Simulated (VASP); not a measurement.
Write the native input for VASP 6.6.1 that does the following.

```
Task                   : single point
Functional             : PBE
Potentials or basis    : VASP PAW PBE potentials, release 64 (Ga_d, N)
Cutoff                 : 520 eV
k mesh                 : 6 × 6 × 6
Occupations            : gaussian, width 0.01 eV
Spin                   : no spin polarisation
Dipole correction      : no
Further INCAR settings : ALGO = Normal; EDIFF = 1e-06; NBANDS = 16
```

The structure of GaN lies in POSCAR:

```
GaN
1.0
    0.0000000000      2.2489525411      2.2489525411
    2.2489525411      0.0000000000      2.2489525411
    2.2489525411      2.2489525411      0.0000000000
Ga N
1 1
Direct
    0.0000000000      0.0000000000      0.0000000000
    0.2500000000      0.2500000000      0.2500000000
```

The input as run:

INCAR

```
SYSTEM = GaN
PREC = Accurate
ENCUT = 520
EDIFF = 1E-6
ISMEAR = 0
SIGMA = 0.01
LREAL = .False.
LASPH = .True.
NELM = 100
ALGO = Normal
ISIF = 2
LWAVE = .False.
LCHARG = .True.
GGA = PE
LELF = .True.
LVHAR = .True.
NBANDS = 16
```

KPOINTS

```
regular mesh
0
Gamma
  6 6 6
  0 0 0
```

Potentials or basis: VASP PAW PBE potentials, release 64 (Ga_d, N).

The run is started by

```sh
$ cat potpaw_PBE.64/Ga_d/POTCAR potpaw_PBE.64/N/POTCAR > POTCAR
$ mpirun -np 1 vasp_std > vasp.out
```

Results of the run:

```
Pressure               : 6.2 GPa
Band gap on the k mesh : 1.76 eV
```

Caveat: the cell stands under pressure; the structure was generated, so it needn't be the stable form of GaN.

Run time: 6.5 s on 1 thread of Intel(R) Xeon(R) Platinum 8259CL CPU @ 2.50GHz (Skylake/Cascade Lake), with other jobs on the host, peak memory 0.13 GiB.
